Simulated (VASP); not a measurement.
Set up this calculation in VASP 6.6.1, as the native input.

* Task: relaxation of cell and atoms
* Functional: PBE
* Potentials or basis: VASP PAW PBE potentials, release 64 (Si, As)
* Cutoff: 600 eV
* k mesh: 8 × 8 × 8
* Occupations: gaussian, width 0.1 eV
* Spin: no spin polarisation
* Dipole correction: no
* Further INCAR settings: ALGO = Normal; EDIFF = 1e-06; IBRION = 2; EDIFFG = -0.01; NSW = 100; ISIF = 3

The structure of Si5As3 lies in POSCAR:

```
Si5As3
1.0
   -3.2113406588      3.2113406588      3.2113406588
    3.2113406588     -3.2113406588      3.2113406588
    3.2113406588      3.2113406588     -3.2113406588
Si As
5 3
Direct
    0.5000000000      0.5000000000      0.5000000000
    0.0000000000      0.0000000000      0.5000000000
    0.0000000000      0.5000000000      0.0000000000
    0.5000000000      0.0000000000      0.0000000000
    0.0000000000      0.0000000000      0.0000000000
    0.0000000000      0.5000000000      0.5000000000
    0.5000000000      0.0000000000      0.5000000000
    0.5000000000      0.5000000000      0.0000000000
```

The input as run:

INCAR

```
ALGO     = Normal         # electronic algorithm
EDIFF    = 1E-6           # SCF threshold, eV
EDIFFG   = -0.01          # ionic threshold
ENCUT    = 600            # plane-wave cutoff, eV
GGA      = PE             # functional
IBRION   = 2              # ionic algorithm
ISIF     = 3              # what is computed and relaxed
ISMEAR   = 0              # smearing method
LASPH    = T              # aspherical terms in the spheres
LCHARG   = F              # write CHGCAR
LREAL    = F              # projectors in reciprocal space
LWAVE    = F              # write WAVECAR
NELM     = 60             # most SCF steps
NSW      = 100            # ionic steps
PREC     = Accurate       # precision mode
SIGMA    = 0.1            # smearing width, eV
```

KPOINTS

```
k-points
0
Gamma
  8 8 8
```

Potentials or basis: VASP PAW PBE potentials, release 64 (Si, As).

Command:

```sh
$ cat potpaw_PBE.64/Si/POTCAR potpaw_PBE.64/As/POTCAR > POTCAR
$ mpirun -np 1 vasp_std > vasp.out
```

It gave:

```json
{
  "Relaxed volume": "16.48 Å³/atom",
  "Relaxed cell": "a = 5.553 Å, b = 5.553 Å, c = 5.553 Å, α = 109.47°, β = 109.47°, γ = 109.47°",
  "Space group after relaxing (to 0.05 Å)": "Im-3m (No. 229)",
  "Energy gained by relaxing": "0.1 meV/atom",
  "Ionic steps": "3",
  "Pressure after relaxing": "0.0 GPa"
}
```

Run time: 4.4 min on 1 thread of Intel Xeon 6975P-C (shared host), peak memory 0.39 GiB.
